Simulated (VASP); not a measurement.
Set up this calculation in VASP 6.6.1, as the native input.

| Quantity | Value |
| --- | --- |
| Task | single point |
| Functional | PBEsol |
| Dispersion | D3(BJ) |
| Potentials or basis | VASP PAW PBE potentials, release 64 (Cu, Al) |
| Cutoff | 520 eV |
| k mesh | 9 × 9 × 9 |
| Occupations | fermi-dirac, width 0.05 eV |
| Spin | no spin polarisation |
| Dipole correction | no |
| Further INCAR settings | ALGO = Normal; EDIFF = 1e-06; NBANDS = 16 |

The structure of Al2Cu lies in POSCAR:

```
Al2Cu
1.0
   -2.0303375000      2.0303375000      2.8510940000
    2.0303375000     -2.0303375000      2.8510940000
    2.0303375000      2.0303375000     -2.8510940000
Cu Al
1 2
Direct
    0.5000000000      0.5000000000      0.0000000000
    0.2500000000      0.7500000000      0.5000000000
    0.7500000000      0.2500000000      0.5000000000
```

These files were run (other wordings do the same):

INCAR

```
SYSTEM = Al2Cu
ALGO = Normal ; EDIFF = 1E-6
ENCUT = 520 ; GGA = PS
ISIF = 2 ; ISMEAR = -1
IVDW = 12 ; LASPH = .TRUE.
LCHARG = .TRUE. ; LELF = .TRUE.
LREAL = .FALSE. ; LVHAR = .TRUE.
LWAVE = .FALSE. ; NBANDS = 16
NELM = 60 ; PREC = Accurate
SIGMA = 0.05
```

KPOINTS

```
k-points
0
G
  9 9 9
  0 0 0
```

Potentials or basis: VASP PAW PBE potentials, release 64 (Cu, Al).

Command:

```bash
$ cat potpaw_PBE.64/Cu/POTCAR potpaw_PBE.64/Al/POTCAR > POTCAR
$ mpirun -np 1 vasp_std > vasp.out
```

It gave:

```yaml
Pressure: -3.6 GPa
Dispersion_energy_per_atom: -0.353 eV
```

Caveat: three body term missing; the PAW data sets were made with another functional, which shifts forces and pressure a little; pairwise dispersion overbinds metals, which lowers pressure and volume.

Run time: 29 s on 1 thread of Intel(R) Xeon(R) 6975P-C (Granite Rapids), on a shared host, peak memory 0.21 GiB.
